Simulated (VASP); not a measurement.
# InP (P6_222) in VASP: a series of runs

The runs below take InP through single point, relaxation of cell and atoms, with PBE.

All numbers are computed with VASP 6.6.1; they aren't measurements. Logs are shortened: lines on timing, memory, paths and dates and some standing lists are left out, and cuts for length are marked.

**1. The cell of the first run**

Symmetry: P6_222, No. 180, hexagonal system. The conventional cell has a = 3.976 Å, b = 3.976 Å, c = 8.707 Å, α = 90.00°, β = 90.00°, γ = 120.00°. Within 3.2 Å of In (site symmetry 222) lie 4 P at 2.46 Å. Within 3.2 Å of P (site symmetry 222) lie 4 In at 2.46 Å.

The cell was built from a structure type or drawn by symmetry, and may not be a known phase.

**2. Single point, PBE**

INCAR reads:

```
SYSTEM = InP
PREC     = Accurate       ! precision mode
ENCUT    = 520            ! plane-wave cutoff, eV
EDIFF    = 1E-6           ! SCF threshold, eV
ISMEAR   = 0              ! smearing method
SIGMA    = 0.1            ! smearing width, eV
LREAL    = .FALSE.        ! projectors in reciprocal space
LASPH    = .TRUE.         ! aspherical terms in the spheres
NELM     = 60             ! most SCF steps
ALGO     = Normal         ! electronic algorithm
ISIF     = 2              ! what is computed and relaxed
LWAVE    = .FALSE.        ! write WAVECAR
LCHARG   = .TRUE.         ! write CHGCAR
GGA      = PE             ! functional
LELF     = .TRUE.         ! ELF
LVHAR    = .TRUE.       
NBANDS   = 36             ! bands
```

KPOINTS reads:

```
Automatic mesh
0
G
  6 6 2
  0 0 0
```

POSCAR reads:

```
InP
1.0
    3.9758996400      0.0000000000      0.0000000000
   -1.9879498200      3.4432300900      0.0000000000
    0.0000000000      0.0000000000      8.7073483400
In P
3 3
Direct
    0.0000000000      0.5000000000      0.1666666700
    0.5000000000      0.5000000000      0.8333333300
    0.5000000000      0.0000000000      0.5000000000
    0.5000000000      0.5000000000      0.3333333300
    0.5000000000      0.0000000000      0.0000000000
    0.0000000000      0.5000000000      0.6666666700
```

Potentials or basis: VASP PAW PBE potentials, release 64 (In_d, P).

The run is started by

```bash
$ cat potpaw_PBE.64/In_d/POTCAR potpaw_PBE.64/P/POTCAR > POTCAR
$ mpirun -np 1 vasp_std > vasp.out
```

OUTCAR:

```text
SYSTEM = InP
   PREC = Accurate
   ENCUT = 520
   EDIFF = 1E-6
   ISMEAR = 0
   LREAL = .FALSE.
   LASPH = .TRUE.
   NELM = 60
   ISIF = 2
   GGA = PE

 ion  position               nearest neighbor table
   1  0.000  0.500  0.167-   4 2.46   4 2.46   5 2.46   5 2.46   3 3.52   3 3.52   2 3.52   2 3.52

   2  0.500  0.500  0.833-   6 2.46   6 2.46   5 2.46   5 2.46   3 3.52   3 3.52   1 3.52   1 3.52

   3  0.500  0.000  0.500-   4 2.46   6 2.46   4 2.46   6 2.46   2 3.52   1 3.52   1 3.52   2 3.52

   4  0.500  0.500  0.333-   1 2.46   1 2.46   3 2.46   3 2.46
   5  0.500  0.000  0.000-   1 2.46   2 2.46   2 2.46   1 2.46
   6  0.000  0.500  0.667-   2 2.46   2 2.46   3 2.46   3 2.46

  LATTYP: Found a hexagonal cell.
 ALAT       =     3.9758996400
 C/A-ratio  =     2.1900322263

  Lattice vectors:

 A1 = (   3.9758996400,   0.0000000000,   0.0000000000)
 A2 = (  -1.9879498200,   3.4432300900,   0.0000000000)
 A3 = (   0.0000000000,   0.0000000000,   8.7073483400)

Analysis of symmetry for initial positions (statically):
=====================================================================
 Subroutine PRICEL returns:
 Original cell was already a primitive cell.

 Routine SETGRP: Setting up the symmetry group for a
 hexagonal supercell.

 Subroutine GETGRP returns: Found 12 space group operations
 (whereof  4 operations were pure point group operations)
 out of a pool of 24 trial point group operations.

The static configuration has the point symmetry D_2 .
 The point group associated with its full space group is D_6 .

Analysis of symmetry for dynamics (positions and initial velocities):
=====================================================================
 Subroutine PRICEL returns:
 Original cell was already a primitive cell.

 Routine SETGRP: Setting up the symmetry group for a
 hexagonal supercell.

 Subroutine GETGRP returns: Found 12 space group operations
 (whereof  4 operations were pure point group operations)
 out of a pool of 24 trial point group operations.

The dynamic configuration has the point symmetry D_2 .
 The point group associated with its full space group is D_6 .

 Subroutine INISYM returns: Found 12 space group operations
 (whereof  4 operations are pure point group operations),
 and found     1 'primitive' translations

----------------------------------------------------------------------------------------

                                     Primitive cell

  volume of cell :     119.2031

  direct lattice vectors                    reciprocal lattice vectors
     3.975899640  0.000000000  0.000000000     0.251515403  0.145212486  0.000000000
    -1.987949820  3.443230090  0.000000000     0.000000000  0.290424971  0.000000000
     0.000000000  0.000000000  8.707348340     0.000000000  0.000000000  0.114845526

  length of vectors
     3.975899640  3.975899639  8.707348340     0.290424971  0.290424971  0.114845526

  position of ions in fractional coordinates (direct lattice)
     1.000000000  0.500000000  0.166666670
     0.500000000  0.500000000  0.833333330
     0.500000000  0.000000000  0.500000000
     0.500000000  0.500000000  0.333333330
     0.500000000  0.000000000  0.000000000
     1.000000000  0.500000000  0.666666670

  ion indices of the primitive-cell ions
   primitive index   ion index
                 1           1
                 2           2
                 3           3
                 4           4
                 5           5
                 6           6

----------------------------------------------------------------------------------------

 KPOINTS: Automatic mesh

Automatic generation of k-mesh.
 Grid dimensions read from file:
 generate k-points for:    6    6    2

 Generating k-lattice:

  Cartesian coordinates                     Fractional coordinates (reciprocal lattice)
     0.041919234  0.024202081  0.000000000     0.166666667  0.000000000  0.000000000
     0.000000000  0.048404162  0.000000000     0.000000000  0.166666667  0.000000000
     0.000000000  0.000000000  0.057422763     0.000000000  0.000000000  0.500000000

  Length of vectors
     0.048404162  0.048404162  0.057422763

  Shift w.r.t. Gamma in fractional coordinates (k-lattice)
     0.000000000  0.000000000  0.000000000

 Subroutine IBZKPT returns following result:
 ===========================================

 Found     14 irreducible k-points:

 Following reciprocal coordinates:
            Coordinates               Weight
  0.000000  0.000000  0.000000      1.000000
  0.166667  0.000000  0.000000      6.000000
  0.333333  0.000000  0.000000      6.000000
  0.500000 -0.000000  0.000000      3.000000
  0.166667  0.166667  0.000000      6.000000
  0.333333  0.166667  0.000000     12.000000
  0.333333  0.333333  0.000000      2.000000
  0.000000  0.000000  0.500000      1.000000
  0.166667  0.000000  0.500000      6.000000
  0.333333  0.000000  0.500000      6.000000
  0.500000 -0.000000  0.500000      3.000000
[... 37 lines left out ...]
   EFERMI_NEDOS =   21; number of points for ismear=-14 and -15
   IALGO  =     38    algorithm
   IMIX   =      4    mixing-type and parameters
     AMIX     =   0.40;   BMIX     =  1.00
     AMIX_MAG =   1.60;   BMIX_MAG =  1.00
  volume/ion in A,a.u.               =      19.87       134.07
  Fermi-wavevector in a.u.,A,eV,Ry     =   1.257314  2.375978 21.508601  1.580838
  Thomas-Fermi vector in A             =   2.390979
   LORBIT       =      0    0 simple, 1 ext, 2 COOP (PROOUT), +10 PAW based schemes
   GGA     = PE    functional components
   LHFCALC =     F    Hartree Fock is set to
   AEXX    =    0.0000 exact exchange contribution
   IVDW    =     0    specifies the selected vdW correction
   LEPSILON=     F    determine dielectric tensor
   LRPA    =     F    only Hartree local field effects (RPA)
 non-spin polarized calculation
 Gauss-broadening in eV      SIGMA  =   0.10
  energy-cutoff  :      520.00
  volume of cell :      119.20
 maximum number of plane-waves:      3236
 NGX is ok and might be reduce to    30
   NGX = 15   NGY = 15   NGZ = 33

 number of electron      53.9999982 magnetization

 Free energy of the ion-electron system (eV)
  ---------------------------------------------------
  ext. energy  EPLUGINS =         0.00000000
  ---------------------------------------------------
  free energy    TOTEN  =       -23.06564962 eV

  energy without entropy =      -23.06564953  energy(sigma->0) =      -23.06564957

 E-fermi :   8.6781     XC(G=0): -10.5823

 val. band max:        8.3659710699   @ k =   0.0000   0.0000   0.0000
 cond. band min:       8.9902298098   @ k =   0.0000   0.0000   0.0000
 fundamental gap:      0.6242587399
 Fermi energy:         8.6781038986

 k-point     1 :       0.0000    0.0000    0.0000
  band No.  band energies     occupation
      1      -6.7310      2.00000
      2      -6.7310      2.00000
      3      -6.7039      2.00000
      4      -6.7039      2.00000
      5      -6.6726      2.00000
      6      -6.5630      2.00000
[... 28 lines left out ...]
     35      13.6856      0.00000
     36      14.2146      0.00000

 k-point     2 :       0.1667    0.0000    0.0000
  band No.  band energies     occupation
      1      -6.8205      2.00000
      2      -6.8103      2.00000
      3      -6.6815      2.00000
      4      -6.6531      2.00000
      5      -6.6319      2.00000
      6      -6.5526      2.00000
[... 28 lines left out ...]
     35      13.4340      0.00000
     36      13.9692      0.00000

 k-point     3 :       0.3333    0.0000    0.0000
  band No.  band energies     occupation
      1      -6.9257      2.00000
      2      -6.9093      2.00000
      3      -6.7038      2.00000
      4      -6.6438      2.00000
      5      -6.6087      2.00000
      6      -6.5739      2.00000
[... 28 lines left out ...]
     35      14.4250      0.00000
     36      15.1240      0.00000
[... 352 lines left out ...]
 k-point    13 :       0.3333    0.1667    0.5000
  band No.  band energies     occupation
      1      -6.9639      2.00000
      2      -6.9319      2.00000
      3      -6.7357      2.00000
      4      -6.6693      2.00000
      5      -6.5833      2.00000
      6      -6.5616      2.00000
[... 28 lines left out ...]
     35      14.1050      0.00000
     36      14.9768      0.00000

 k-point    14 :       0.3333    0.3333    0.5000
  band No.  band energies     occupation
      1      -6.9545      2.00000
      2      -6.9545      2.00000
      3      -6.7435      2.00000
      4      -6.6924      2.00000
      5      -6.5402      2.00000
      6      -6.5402      2.00000
[... 28 lines left out ...]
     35      14.2558      0.00000
     36      14.8200      0.00000

------------------------ aborting loop because EDIFF is reached ----------------------------------------

  FORCE on cell =-STRESS in cart. coord.  units (eV):
  Direction    XX          YY          ZZ          XY          YZ          ZX
  --------------------------------------------------------------------------------------
  -------------------------------------------------------------------------------------
  Total       11.9956812     11.9956812     14.2975879      0.0000000     -0.0000000      0.0000000
  in kB      161.2308418    161.2308417    192.1701731      0.0000000     -0.0000000      0.0000000
  external PRESSURE =     171.5439522 kB  Pullay stress =       0.0000000 kB

 VOLUME and BASIS-vectors are now :
 -----------------------------------------------------------------------------
  energy-cutoff  :      520.00
  volume of cell :      119.20
      direct lattice vectors                 reciprocal lattice vectors
     3.975899640  0.000000000  0.000000000     0.251515403  0.145212486  0.000000000
    -1.987949820  3.443230090  0.000000000     0.000000000  0.290424971  0.000000000
     0.000000000  0.000000000  8.707348340     0.000000000  0.000000000  0.114845526

 POSITION                                       TOTAL-FORCE (eV/Angst)
 -----------------------------------------------------------------------------------
     -0.99397      1.72162      1.45122        -0.000000      0.000000     -0.000000
      0.99397      1.72162      7.25612        -0.000000     -0.000000      0.000000
      1.98795      0.00000      4.35367        -0.000000     -0.000000      0.000000
      0.99397      1.72162      2.90245        -0.000000     -0.000000     -0.000000
      1.98795      0.00000      0.00000         0.000000      0.000000      0.000000
     -0.99397      1.72162      5.80490         0.000000     -0.000000     -0.000000
 -----------------------------------------------------------------------------------
    total drift:                                0.000000      0.000000      0.000021

  FREE ENERGIE OF THE ION-ELECTRON SYSTEM (eV)
  ---------------------------------------------------
  free  energy   TOTEN  =       -23.0656496208 eV

  energy  without entropy=      -23.0656495287  energy(sigma->0) =      -23.06564957
```

It took 1.8 min on 1 thread of Intel Xeon 8259CL, shared host; peak memory 0.26 GiB.

Results:

```yaml
Free_energy: -23.0656 eV
Pressure: 17.2 GPa
Band_gap_on_the_k_mesh: 0.62 eV
```

Caveat: the cell stands under pressure; spin-orbit coupling is left out, which moves the levels of the heavy elements. A k mesh can miss the band edges.

**3. Single point, PBE**

This run uses another cell than the first one, of 23.70 Å³/atom.

INCAR reads:

```
SYSTEM = InP
PREC     = Accurate       ! precision mode
ENCUT    = 520            ! plane-wave cutoff, eV
EDIFF    = 1E-6           ! SCF threshold, eV
ISMEAR   = 0              ! smearing method
SIGMA    = 0.1            ! smearing width, eV
LREAL    = .False.        ! projectors in reciprocal space
LASPH    = .True.         ! aspherical terms in the spheres
NELM     = 80             ! most SCF steps
ALGO     = Normal         ! electronic algorithm
ISIF     = 2              ! what is computed and relaxed
LWAVE    = .False.        ! write WAVECAR
LCHARG   = .False.        ! write CHGCAR
GGA      = PE             ! functional
NBANDS   = 36             ! bands
```

KPOINTS reads:

```
regular mesh
0
Gamma
  6 6 2
  0 0 0
```

POSCAR reads:

```
InP
1.0
    4.1897477306      0.0000000000      0.0000000000
   -2.0948738653      3.6284279701      0.0000000000
    0.0000000000      0.0000000000      9.3543585677
In P
3 3
Direct
    0.0000000000      0.5000000000      0.1666666667
    0.5000000000      0.5000000000      0.8333333333
    0.5000000000      0.0000000000      0.5000000000
    0.5000000000      0.5000000000      0.3333333333
    0.5000000000      0.0000000000      0.0000000000
    0.0000000000      0.5000000000      0.6666666667
```

Potentials or basis: VASP PAW PBE potentials, release 64 (In_d, P).

The run is started by

```bash
$ cat potpaw_PBE.64/In_d/POTCAR potpaw_PBE.64/P/POTCAR > POTCAR
$ mpirun -np 1 vasp_std > vasp.out
```

Run time: 2.2 min. Hardware: 1 thread of Intel Xeon 8259CL, shared host; peak memory 0.27 GiB.

The run converged. Its results:

```
Free energy            : -24.1320 eV
Pressure               : 0.0 GPa
Band gap on the k mesh : 0.20 eV (least direct gap 0.26 eV)
```

Stress tensor (GPa, compression positive):
```
-0.04  0.00  0.00
 0.00 -0.04  0.00
 0.00  0.00  0.17
```

Levels at points of the mesh, in eV from the valence-band top:
```csv
k point,band 24,band 25,band 26,band 27,band 28,band 29,band 30,band 31
"(0.00, 0.00, 0.00)",-0.37,-0.37,-0.18,-0.06,0.20,2.12,2.12,3.90
"(0.50, 0.00, 0.00)",-1.83,-1.39,-1.21,-1.07,1.22,1.29,2.24,2.49
"(0.00, 0.00, 0.50)",-0.36,-0.28,-0.28,0.00,1.75,1.75,2.02,3.35
"(0.50, 0.00, 0.50)",-1.66,-1.65,-1.47,-1.24,1.20,1.93,2.69,2.91
```

Caveat: spin-orbit coupling is left out, which moves the levels of the heavy elements. A k mesh can miss the band edges.

**4. Relaxation of cell and atoms, PBE**

INCAR reads:

```
SYSTEM = InP
  PREC = Accurate
  ENCUT = 600
  EDIFF = 1E-7
  ISMEAR = 0
  SIGMA = 0.1
  LREAL = .False.
  LASPH = .True.
  NELM = 80
  ALGO = Normal
  ISIF = 3
  LWAVE = .False.
  LCHARG = .False.
  GGA = PE
  IBRION = 2
  NSW = 90
  EDIFFG = -0.04
```

KPOINTS is that of step 3.

POSCAR reads:

```
InP
1.0
    3.9758996400      0.0000000000      0.0000000000
   -1.9879498200      3.4432300900      0.0000000000
    0.0000000000      0.0000000000      8.7073483400
In P
3 3
Direct
    0.0000000000      0.5000000000      0.1666666700
    0.5000000000      0.5000000000      0.8333333300
    0.5000000000      0.0000000000      0.5000000000
    0.5000000000      0.5000000000      0.3333333300
    0.5000000000      0.0000000000      0.0000000000
    0.0000000000      0.5000000000      0.6666666700
```

The run is started by

```bash
$ cat potpaw_PBE.64/In_d/POTCAR potpaw_PBE.64/P/POTCAR > POTCAR
$ mpirun -np 1 vasp_std > vasp.out
```

Run time: 12 min. Hardware: 1 thread of Intel Xeon 8259CL, shared host; peak memory 0.29 GiB.

It converged, with:

* Free energy: -24.1269 eV
* Relaxed volume: 23.68 Å³/atom
* Relaxed cell: a = 4.187 Å, b = 4.187 Å, c = 9.360 Å, α = 90.00°, β = 90.00°, γ = 120.00°
* Space group after relaxing (to 0.1 Å): P6_222 (No. 180)
* Energy gained by relaxing: 176.8 meV/atom
* Ionic steps: 8
* Pressure after relaxing: 0.1 GPa
* Band gap on the k mesh: 0.19 eV (least direct gap 0.24 eV)

Stress tensor (GPa, compression positive):
```
0.04 0.00 0.00
0.00 0.04 0.00
0.00 0.00 0.18
```

The path:
```
step  energy change (eV)  largest force (eV/Å)  pressure (GPa)  volume (Å³)
   1              0.0000                0.0000           17.22       119.20
   2             -0.7078                0.0000           -5.69       159.96
   3             -1.0582                0.0000            0.00       142.34
   4             -1.0580                0.0000           -0.33       142.83
   5             -1.0598                0.0000            0.19       141.90
   6             -1.0597                0.0000            0.27       141.71
   7             -1.0598                0.0000            0.22       141.83
   8             -1.0608                0.0000            0.09       142.08
```

Final structure:
```yaml
crystal:
  lattice:
    - [4.18676, 0.00000, 0.00000]
    - [-2.09338, 3.62584, 0.00000]
    - [0.00000, 0.00000, 9.35955]
  atoms:
    - { symbol: In, position: [0.00000, 0.50000, 0.16667] }
    - { symbol: In, position: [0.50000, 0.50000, 0.83333] }
    - { symbol: In, position: [0.50000, 0.00000, 0.50000] }
    - { symbol: P, position: [0.50000, 0.50000, 0.33333] }
    - { symbol: P, position: [0.50000, 0.00000, 0.00000] }
    - { symbol: P, position: [0.00000, 0.50000, 0.66667] }
```

Levels at points of the mesh, in eV from the valence-band top:
| k point | band 25 | band 26 | band 27 | band 28 | band 29 | band 30 |
| --- | --- | --- | --- | --- | --- | --- |
| (0.00, 0.00, 0.00) | -0.37 | -0.18 | -0.05 | 0.19 | 2.13 | 2.13 |
| (0.50, 0.00, 0.00) | -1.40 | -1.22 | -1.07 | 1.21 | 1.30 | 2.24 |
| (0.00, 0.00, 0.50) | -0.28 | -0.28 | 0.00 | 1.76 | 1.76 | 2.03 |
| (0.50, 0.00, 0.50) | -1.65 | -1.47 | -1.24 | 1.20 | 1.93 | 2.68 |

Caveat: the volume moved by over 15 % at a fixed basis, so the end points are rough; spin-orbit coupling is left out, which moves the levels of the heavy elements. A k mesh can miss the band edges.

**5. Overview**

| task | cell | cutoff (eV) | gap on the mesh (eV) | pressure (GPa) |
| --- | --- | --- | --- | --- |
| single point | a = 3.976, b = 3.976, c = 8.707 Å, angles 90.0, 90.0, 120.0°, 6 atoms | 520 | 0.62 | 17.2 |
| single point | a = 4.190, b = 4.190, c = 9.354 Å, angles 90.0, 90.0, 120.0°, 6 atoms | 520 | 0.20 | 0.0 |
| relaxation of cell and atoms | relaxed from a = 3.976, b = 3.976, c = 8.707 Å, angles 90.0, 90.0, 120.0°, 6 atoms | 600 | 0.19 | 0.1 |

Alike in all rows: level PBE; potentials or basis VASP PAW PBE potentials, release 64 (In_d, P); no spin polarisation; k mesh 6 × 6 × 2; smearing gaussian 0.1 eV.

Caveats: spin-orbit coupling is left out, which moves the levels of the heavy elements; the cell stands under pressure (at least some runs); the volume moved by over 15 % at a fixed basis, so the end points are rough (at least some runs).

Absolute energies hang on the potentials; compare differences alone.
